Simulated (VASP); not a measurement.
Set up this calculation in VASP 6.6.1, as the native input.

```yaml
Task: single point
Functional: PBE
Potentials_or_basis: VASP PAW PBE potentials, release 64 (Ta_pv, Br)
Cutoff: 520 eV
k_mesh: 6 × 6 × 6
Occupations: gaussian, width 0.1 eV
Spin: collinear spin
Starting_moments: "[1.0, 1.0, 1.0, 1.0, 0.0] μB"
Dipole_correction: no
Further_INCAR_settings: ALGO = Normal; EDIFF = 1e-07; NBANDS = 38
```

The structure of Ta4Br lies in POSCAR:

```
Ta4Br
1.0
   -1.9028784900      3.1601259000      3.6457765400
    1.9028784900     -3.1601259000      3.6457765400
    1.9028784900      3.1601259000     -3.6457765400
Ta Br
4 1
Direct
    0.5380028500      0.3421335800      0.1958692700
    0.1462643100      0.3421335800      0.8041307300
    0.8537356900      0.6578664200      0.1958692700
    0.4619971500      0.6578664200      0.8041307300
    0.0000000000      0.0000000000      0.0000000000
```

The cell was generated, and may not be a known phase.

These files were run (other wordings do the same):

INCAR

```
SYSTEM = Ta4Br
  PREC = Accurate
  ENCUT = 520
  EDIFF = 1E-7
  ISMEAR = 0
  SIGMA = 0.1
  LREAL = .FALSE.
  LASPH = .TRUE.
  NELM = 150
  ALGO = Normal
  ISIF = 2
  LWAVE = .FALSE.
  LCHARG = .FALSE.
  ISPIN = 2
  MAGMOM = 1 1 1 1 0
  LORBIT = 11
  LMAXMIX = 4
  GGA = PE
  NBANDS = 38
```

KPOINTS

```
regular mesh
0
G
  6 6 6
  0 0 0
```

Potentials or basis: VASP PAW PBE potentials, release 64 (Ta_pv, Br).

The run is started by

```sh
$ cat potpaw_PBE.64/Ta_pv/POTCAR potpaw_PBE.64/Br/POTCAR > POTCAR
$ mpirun -np 1 vasp_std > vasp.out
```

It gave:

```json
{
  "Pressure": "51.0 GPa",
  "Largest force": "2.233 eV/Å",
  "Net moment": "0.00 μB per cell",
  "Valence electrons inside the program's atomic spheres": "Ta 9.53; Br 4.87"
}
```

Caveat: the stress differs along the axes, from 37 to 75 GPa; forces of over 1 eV/Å act on the atoms, so gaps and moduli don't describe the material at rest.

Wall time 6.9 min on 1 thread of Intel Xeon 8259CL, on a shared host, peak memory 0.43 GiB.
